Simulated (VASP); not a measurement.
# C (Fd-3m) in VASP: notebook

Runs on C. Level: PBEsol. Tasks: elastic constants.

All numbers are computed with VASP 6.6.1; they aren't measurements. Logs are shortened: lines on timing, memory, paths and dates and some standing lists are left out, and cuts for length are marked.

## Step 1: The cell of the first run

The structure is cubic, space group Fd-3m (No. 227). The conventional cell has a = 3.526 Å, b = 3.526 Å, c = 3.526 Å, α = 90.00°, β = 90.00°, γ = 90.00°. Within 2.0 Å of C (site symmetry -43m) lie 4 C at 1.53 Å.

## Step 2: Elastic constants, PBEsol

INCAR reads:

```
SYSTEM = C
  PREC = Accurate
  ENCUT = 600
  EDIFF = 1E-8
  ISMEAR = 0
  SIGMA = 0.01
  LREAL = .FALSE.
  LASPH = .TRUE.
  NELM = 60
  ALGO = Normal
  ISIF = 3
  LWAVE = .FALSE.
  LCHARG = .FALSE.
  GGA = PS
  NBANDS = 11
  IBRION = 6
  NFREE = 2
  POTIM = 0.015
  NSW = 1
```

KPOINTS reads:

```
Automatic mesh
0
G
  12 12 12
  0 0 0
```

POSCAR reads:

```
C
1.0
    0.0000000000      1.7630949044      1.7630949044
    1.7630949044      0.0000000000      1.7630949044
    1.7630949044      1.7630949044      0.0000000000
C
2
Direct
    0.5000000000      0.5000000000      0.5000000000
    0.7500000000      0.7500000000      0.7500000000
```

Potentials or basis: VASP PAW PBE potentials, release 64 (C).

On the command line:

```sh
$ cat potpaw_PBE.64/C/POTCAR > POTCAR
$ mpirun -np 1 vasp_std > vasp.out
```

OUTCAR:

```text
SYSTEM = C
   PREC = Accurate
   ENCUT = 600
   EDIFF = 1E-8
   ISMEAR = 0
   LREAL = .FALSE.
   LASPH = .TRUE.
   NELM = 60
   ISIF = 3
   GGA = PS
   IBRION = 6
   NFREE = 2
   POTIM = 0.015
   NSW = 1

 ion  position               nearest neighbor table
   1  0.500  0.500  0.500-   2 1.53   2 1.53   2 1.53   2 1.53
   2  0.750  0.750  0.750-   1 1.53   1 1.53   1 1.53   1 1.53

  LATTYP: Found a face centered cubic cell.
 ALAT       =     3.5261898088

  Lattice vectors:

 A1 = (   0.0000000000,   1.7630949044,   1.7630949044)
 A2 = (   1.7630949044,   0.0000000000,   1.7630949044)
 A3 = (   1.7630949044,   1.7630949044,   0.0000000000)

Analysis of symmetry for initial positions (statically):
=====================================================================
 Subroutine PRICEL returns:
 Original cell was already a primitive cell.

 Routine SETGRP: Setting up the symmetry group for a
 face centered cubic supercell.

 Subroutine GETGRP returns: Found 48 space group operations
 (whereof 24 operations were pure point group operations)
 out of a pool of 48 trial point group operations.

The static configuration has the point symmetry T_d .
 The point group associated with its full space group is O_h .

Analysis of symmetry for dynamics (positions and initial velocities):
=====================================================================
 Subroutine PRICEL returns:
 Original cell was already a primitive cell.

 Routine SETGRP: Setting up the symmetry group for a
 face centered cubic supercell.

 Subroutine GETGRP returns: Found 48 space group operations
 (whereof 24 operations were pure point group operations)
 out of a pool of 48 trial point group operations.

The dynamic configuration has the point symmetry T_d .
 The point group associated with its full space group is O_h .

 Subroutine INISYM returns: Found 48 space group operations
 (whereof 24 operations are pure point group operations),
 and found     1 'primitive' translations

----------------------------------------------------------------------------------------

                                     Primitive cell

  volume of cell :      10.9612

  direct lattice vectors                    reciprocal lattice vectors
     0.000000000  1.763094904  1.763094904    -0.283592221  0.283592221  0.283592221
     1.763094904  0.000000000  1.763094904     0.283592221 -0.283592221  0.283592221
     1.763094904  1.763094904  0.000000000     0.283592221  0.283592221 -0.283592221

  length of vectors
     2.493392726  2.493392726  2.493392726     0.491196136  0.491196136  0.491196136

  position of ions in fractional coordinates (direct lattice)
     0.500000000  0.500000000  0.500000000
     0.750000000  0.750000000  0.750000000

  ion indices of the primitive-cell ions
   primitive index   ion index
                 1           1
                 2           2

----------------------------------------------------------------------------------------

 KPOINTS: Automatic mesh

Automatic generation of k-mesh.
 Grid dimensions read from file:
 generate k-points for:   12   12   12

 Generating k-lattice:

  Cartesian coordinates                     Fractional coordinates (reciprocal lattice)
    -0.023632685  0.023632685  0.023632685     0.083333333  0.000000000  0.000000000
     0.023632685 -0.023632685  0.023632685     0.000000000  0.083333333  0.000000000
     0.023632685  0.023632685 -0.023632685     0.000000000  0.000000000  0.083333333
[... 113 lines left out ...]
  -------------------------------------------------------------------------------------
  Total        0.7877733      0.7877733      0.7877733     -0.0000000      0.0000000      0.0000000
  in kB      115.1475651    115.1475651    115.1475651     -0.0000000      0.0000000      0.0000000
  external PRESSURE =     115.1475651 kB  Pullay stress =       0.0000000 kB
[... 89 lines left out ...]
  FREE ENERGIE OF THE ION-ELECTRON SYSTEM (eV)
  ---------------------------------------------------
  free  energy   TOTEN  =       -19.2230080262 eV

  energy  without entropy=      -19.2230080262  energy(sigma->0) =      -19.22300803

[... ionic steps 4 to 12 ...]

--------------------------------------- Ionic step       13  -------------------------------------------

 number of electron       7.9999999 magnetization

------------------------ aborting loop because EDIFF is reached ----------------------------------------
[... 67 lines left out ...]
--------------------------------------- Ionic step       15  -------------------------------------------

 number of electron       7.9999999 magnetization

 Free energy of the ion-electron system (eV)
  ---------------------------------------------------
  ext. energy  EPLUGINS =         0.00000000
  ---------------------------------------------------
  free energy    TOTEN  =       -19.23912771 eV

  energy without entropy =      -19.23912771  energy(sigma->0) =      -19.23912771

 E-fermi :  10.5571     XC(G=0): -13.6028

 val. band max:       10.4474323435   @ k =   0.0000   0.0000   0.0000
 cond. band min:      14.3215055422   @ k =   0.3333   0.3333   0.0000
 fundamental gap:      3.8740731987
 Fermi energy:        10.5571478477

 k-point     1 :       0.0000    0.0000    0.0000
  band No.  band energies     occupation
      1     -11.7779      2.00000
      2       9.9731      2.00000
      3      10.2136      2.00000
      4      10.4474      2.00000
      5      15.6378      0.00000
      6      15.8400      0.00000
      7      16.0534      0.00000
      8      24.3673      0.00000
      9      29.6153      0.00000
     10      37.0627      0.00000
     11      37.0640      0.00000
[... 309 lines left out ...]
 k-point    24 :      -0.4167    0.1667    0.0000
  band No.  band energies     occupation
      1      -5.3729      2.00000
      2      -2.6838      2.00000
      3       4.5011      2.00000
      4       6.5113      2.00000
      5      17.7721      0.00000
      6      20.5167      0.00000
      7      21.8606      0.00000
      8      25.8490      0.00000
      9      29.9871      0.00000
     10      34.7286      0.00000
     11      35.2016      0.00000

 [... further k-points ...]
[... 5 lines left out ...]
  --------------------------------------------------------------------------------------
  -------------------------------------------------------------------------------------
  Total        0.7902387      0.7952607      0.7952607      0.0000000     -0.0810382      0.0000000
  in kB      115.5079359    116.2419948    116.2419948      0.0000000    -11.8452290      0.0000000
  external PRESSURE =     115.9973085 kB  Pullay stress =       0.0000000 kB
[... 17 lines left out ...]
  FREE ENERGIE OF THE ION-ELECTRON SYSTEM (eV)
  ---------------------------------------------------
  free  energy   TOTEN  =       -19.2391277147 eV

  energy  without entropy=      -19.2391277147  energy(sigma->0) =      -19.23912771

 INTERNAL STRAIN TENSORS FROM STRAINED CELLS
 ============================================

 INTERNAL STRAIN TENSOR FOR ION    1 for displacements in x,y,z  (eV/Angst):
          X           Y           Z          XY          YZ          ZX
  --------------------------------------------------------------------------------
  x     0.00000     0.00000     0.00000     0.00000     5.40434     0.00000
  y    -0.00000     0.00000     0.00000     0.00000     0.00000     5.40425
  z    -0.00000     0.00000     0.00000     5.40560    -0.00000     0.00000

 INTERNAL STRAIN TENSORS FROM DISPLACED ATOMS
 ============================================

 INTERNAL STRAIN TENSOR FOR ION    1 for displacements in x,y,z  (eV/Angst):
          X           Y           Z          XY          YZ          ZX
  --------------------------------------------------------------------------------
  x     0.00000    -0.00000    -0.00000     0.00000     5.40389     0.00000
  y    -0.00000     0.00000    -0.00000     0.00000     0.00000     5.40389
  z    -0.00000    -0.00000     0.00000     5.40389     0.00000     0.00000

 INTERNAL STRAIN TENSOR FOR ION    2 for displacements in x,y,z  (eV/Angst):
          X           Y           Z          XY          YZ          ZX
  --------------------------------------------------------------------------------
  x     0.00000     0.00000     0.00000     0.00000    -5.40389     0.00000
  y     0.00000     0.00000     0.00000     0.00000     0.00000    -5.40389
  z     0.00000     0.00000     0.00000    -5.40389     0.00000     0.00000

 Eigenvectors and eigenvalues of the dynamical matrix
 ----------------------------------------------------

   1 f  =   40.194451 THz   252.549185 2PiTHz 1340.742573 cm-1   166.230818 meV
             X         Y         Z           dx          dy          dz
      1.763095  1.763095  1.763095     0.707107    0.000000    0.000000
      2.644642  2.644642  2.644642    -0.707107    0.000000    0.000000
[... 16 lines left out ...]
   5 f  =    0.000000 THz     0.000000 2PiTHz    0.000000 cm-1     0.000000 meV
             X         Y         Z           dx          dy          dz
      1.763095  1.763095  1.763095     0.707107    0.000000    0.000000
      2.644642  2.644642  2.644642     0.707107    0.000000    0.000000

   6 f/i=    0.000000 THz     0.000001 2PiTHz    0.000007 cm-1     0.000001 meV
             X         Y         Z           dx          dy          dz
      1.763095  1.763095  1.763095     0.000000   -0.255712   -0.659251
      2.644642  2.644642  2.644642     0.000000   -0.255712   -0.659251

--------------------------------------------------------------------------------------------------------

 ELASTIC MODULI CONTR FROM IONIC RELAXATION (kBar)
 Direction    XX          YY          ZZ          XY          YZ          ZX
 --------------------------------------------------------------------------------
 XX          -0.0000     -0.0000     -0.0000      0.0000      0.0000      0.0000
 YY          -0.0000     -0.0000     -0.0000      0.0000      0.0000      0.0000
 ZZ          -0.0000     -0.0000     -0.0000      0.0000      0.0000      0.0000
 XY           0.0000      0.0000      0.0000   -107.5193      0.0000      0.0000
 YZ           0.0000      0.0000      0.0000      0.0000   -107.5193      0.0000
 ZX           0.0000      0.0000      0.0000      0.0000      0.0000   -107.5193
 --------------------------------------------------------------------------------

 TOTAL ELASTIC MODULI (kBar)
 Direction    XX          YY          ZZ          XY          YZ          ZX
 --------------------------------------------------------------------------------
 XX       11137.7253   1617.5108   1617.5108     -0.0000     -0.0000     -0.0000
 YY        1617.5108  11137.7253   1617.5108      0.0000     -0.0000     -0.0000
 ZZ        1617.5108   1617.5108  11137.7253      0.0000      0.0000      0.0000
 XY          -0.0000      0.0000      0.0000   6057.5015      0.0000      0.0000
 YZ          -0.0000     -0.0000      0.0000      0.0000   6057.5015      0.0000
 ZX          -0.0000     -0.0000      0.0000      0.0000      0.0000   6057.5015
 --------------------------------------------------------------------------------
```

It took 7.1 min on 1 thread of Intel Xeon 8259CL, shared host; peak memory 0.22 GiB.

What came out:

| Item | Value |
| --- | --- |
| Elastic constants C11, C12, C44 | 1114, 162, 606 GPa |
| Voigt bulk modulus | 479 GPa |
| Highest phonon frequency at Γ | 1341 cm⁻¹ |

Phonon frequencies in cm⁻¹ (negative: imaginary):
```
              q point           frequencies
(0.000, 0.000, 0.000)  0 0 0 1341 1341 1341
```

Elastic tensor in Voigt notation (GPa, in the Cartesian axes of the cell as first typed):
```
1114  162  162    0    0    0
 162 1114  162    0    0    0
 162  162 1114    0    0    0
   0    0    0  606    0    0
   0    0    0    0  606    0
   0    0    0    0    0  606
```

Clamped-ion elastic tensor (GPa):
```
1114  162  162    0    0    0
 162 1114  162    0    0    0
 162  162 1114    0    0    0
   0    0    0  617    0    0
   0    0    0    0  617    0
   0    0    0    0    0  617
```

Caveat: the cell is under stress, which shifts elastic constants; the PAW data sets were made with another functional, which shifts forces and pressure a little.

## Step 3: Elastic constants, PBEsol

This run uses another cell than the first one, of 5.55 Å³/atom.

INCAR reads:

```
  ALGO = Normal
  EDIFF = 1E-8
  ENCUT = 600
  GGA = PS
  IBRION = 6
  ISIF = 3
  ISMEAR = 0
  LASPH = T
  LCHARG = T
  LREAL = F
  LWAVE = F
  NBANDS = 11
  NELM = 100
  NFREE = 2
  NSW = 1
  POTIM = 0.015
  PREC = Accurate
  SIGMA = 0.01
```

KPOINTS reads:

```
k-points
0
Gamma
  12 12 12
```

POSCAR reads:

```
C
1.0
    0.0000000000      1.7704521176      1.7704521176
    1.7704521176      0.0000000000      1.7704521176
    1.7704521176      1.7704521176      0.0000000000
C
2
Direct
    0.5000000000      0.5000000000      0.5000000000
    0.7500000000      0.7500000000      0.7500000000
```

Potentials or basis: VASP PAW PBE potentials, release 64 (C).

On the command line:

```sh
$ cat potpaw_PBE.64/C/POTCAR > POTCAR
$ mpirun -np 1 vasp_std > vasp.out
```

OUTCAR:

```text
EDIFF = 1E-8
   ENCUT = 600
   GGA = PS
   IBRION = 6
   ISIF = 3
   ISMEAR = 0
   LASPH = T
   LREAL = F
   NELM = 100
   NFREE = 2
   NSW = 1
   POTIM = 0.015
   PREC = Accurate

 ion  position               nearest neighbor table
   1  0.500  0.500  0.500-   2 1.53   2 1.53   2 1.53   2 1.53
   2  0.750  0.750  0.750-   1 1.53   1 1.53   1 1.53   1 1.53

  LATTYP: Found a face centered cubic cell.
 ALAT       =     3.5409042352

  Lattice vectors:

 A1 = (   0.0000000000,   1.7704521176,   1.7704521176)
 A2 = (   1.7704521176,   0.0000000000,   1.7704521176)
 A3 = (   1.7704521176,   1.7704521176,   0.0000000000)

Analysis of symmetry for initial positions (statically):
=====================================================================
 Subroutine PRICEL returns:
 Original cell was already a primitive cell.

 Routine SETGRP: Setting up the symmetry group for a
 face centered cubic supercell.

 Subroutine GETGRP returns: Found 48 space group operations
 (whereof 24 operations were pure point group operations)
 out of a pool of 48 trial point group operations.

The static configuration has the point symmetry T_d .
 The point group associated with its full space group is O_h .

Analysis of symmetry for dynamics (positions and initial velocities):
=====================================================================
 Subroutine PRICEL returns:
 Original cell was already a primitive cell.

[... 701 lines left out ...]
  in kB       55.3081188     55.9837693     55.9837693      0.0000000    -10.1322664      0.0000000
  external PRESSURE =      55.7585525 kB  Pullay stress =       0.0000000 kB
[... 17 lines left out ...]
  FREE ENERGIE OF THE ION-ELECTRON SYSTEM (eV)
  ---------------------------------------------------
  free  energy   TOTEN  =       -19.2470475205 eV

  energy  without entropy=      -19.2470475205  energy(sigma->0) =      -19.24704752

 INTERNAL STRAIN TENSORS FROM STRAINED CELLS
 ============================================

 INTERNAL STRAIN TENSOR FOR ION    1 for displacements in x,y,z  (eV/Angst):
          X           Y           Z          XY          YZ          ZX
  --------------------------------------------------------------------------------
  x     0.00000     0.00000     0.00000    -0.00000     4.68114     0.00000
  y    -0.00000     0.00000     0.00000     0.00000     0.00000     4.68103
  z    -0.00000     0.00000     0.00000     4.68237     0.00000    -0.00000

 INTERNAL STRAIN TENSORS FROM DISPLACED ATOMS
 ============================================

 INTERNAL STRAIN TENSOR FOR ION    1 for displacements in x,y,z  (eV/Angst):
          X           Y           Z          XY          YZ          ZX
  --------------------------------------------------------------------------------
  x    -0.00000     0.00000     0.00000     0.00000     4.68066     0.00000
  y     0.00000    -0.00000     0.00000     0.00000     0.00000     4.68066
  z     0.00000     0.00000    -0.00000     4.68066     0.00000     0.00000

 INTERNAL STRAIN TENSOR FOR ION    2 for displacements in x,y,z  (eV/Angst):
          X           Y           Z          XY          YZ          ZX
  --------------------------------------------------------------------------------
  x     0.00000     0.00000     0.00000     0.00000    -4.68066     0.00000
  y     0.00000     0.00000     0.00000     0.00000     0.00000    -4.68066
  z     0.00000     0.00000     0.00000    -4.68066     0.00000     0.00000

 Eigenvectors and eigenvalues of the dynamical matrix
 ----------------------------------------------------

   1 f  =   39.698265 THz   249.431558 2PiTHz 1324.191600 cm-1   164.178760 meV
             X         Y         Z           dx          dy          dz
      1.770452  1.770452  1.770452     0.000000   -0.707107    0.000000
      2.655678  2.655678  2.655678     0.000000    0.707107    0.000000
[... 21 lines left out ...]
   6 f  =    0.000000 THz     0.000000 2PiTHz    0.000000 cm-1     0.000000 meV
             X         Y         Z           dx          dy          dz
      1.770452  1.770452  1.770452     0.000000    0.000000    0.707107
      2.655678  2.655678  2.655678     0.000000    0.000000    0.707107

--------------------------------------------------------------------------------------------------------

 ELASTIC MODULI CONTR FROM IONIC RELAXATION (kBar)
 Direction    XX          YY          ZZ          XY          YZ          ZX
 --------------------------------------------------------------------------------
 XX          -0.0000      0.0000      0.0000      0.0000      0.0000      0.0000
 YY           0.0000     -0.0000      0.0000      0.0000      0.0000      0.0000
 ZZ           0.0000      0.0000     -0.0000      0.0000      0.0000      0.0000
 XY           0.0000      0.0000      0.0000    -81.6680      0.0000      0.0000
 YZ           0.0000      0.0000      0.0000      0.0000    -81.6680      0.0000
 ZX           0.0000      0.0000      0.0000      0.0000      0.0000    -81.6680
 --------------------------------------------------------------------------------

 TOTAL ELASTIC MODULI (kBar)
 Direction    XX          YY          ZZ          XY          YZ          ZX
 --------------------------------------------------------------------------------
 XX       10900.1589   1503.1131   1503.1131      0.0000      0.0000      0.0000
 YY        1503.1131  10900.1589   1503.1131      0.0000      0.0000     -0.0000
 ZZ        1503.1131   1503.1131  10900.1589      0.0000     -0.0000      0.0000
 XY           0.0000      0.0000      0.0000   5895.8293      0.0000      0.0000
 YZ           0.0000      0.0000     -0.0000      0.0000   5895.8293      0.0000
 ZX           0.0000     -0.0000      0.0000      0.0000      0.0000   5895.8293
 --------------------------------------------------------------------------------
```

Run time: 6.3 min. Hardware: 1 thread of Intel Xeon 8259CL, shared host; peak memory 0.22 GiB.

Results:

| Item | Value |
| --- | --- |
| Elastic constants C11, C12, C44 | 1090, 150, 590 GPa |
| Voigt bulk modulus | 464 GPa |
| Highest phonon frequency at Γ | 1324 cm⁻¹ |

Phonon frequencies in cm⁻¹ (negative: imaginary):
```
              q point           frequencies
(0.000, 0.000, 0.000)  0 0 0 1324 1324 1324
```

Elastic tensor in Voigt notation (GPa, in the Cartesian axes of the cell as first typed):
```
1090  150  150    0    0    0
 150 1090  150    0    0    0
 150  150 1090    0    0    0
   0    0    0  590    0    0
   0    0    0    0  590    0
   0    0    0    0    0  590
```

Clamped-ion elastic tensor (GPa):
```
1090  150  150    0    0    0
 150 1090  150    0    0    0
 150  150 1090    0    0    0
   0    0    0  598    0    0
   0    0    0    0  598    0
   0    0    0    0    0  598
```

Caveat: the cell is under stress, which shifts elastic constants; the PAW data sets were made with another functional, which shifts forces and pressure a little.
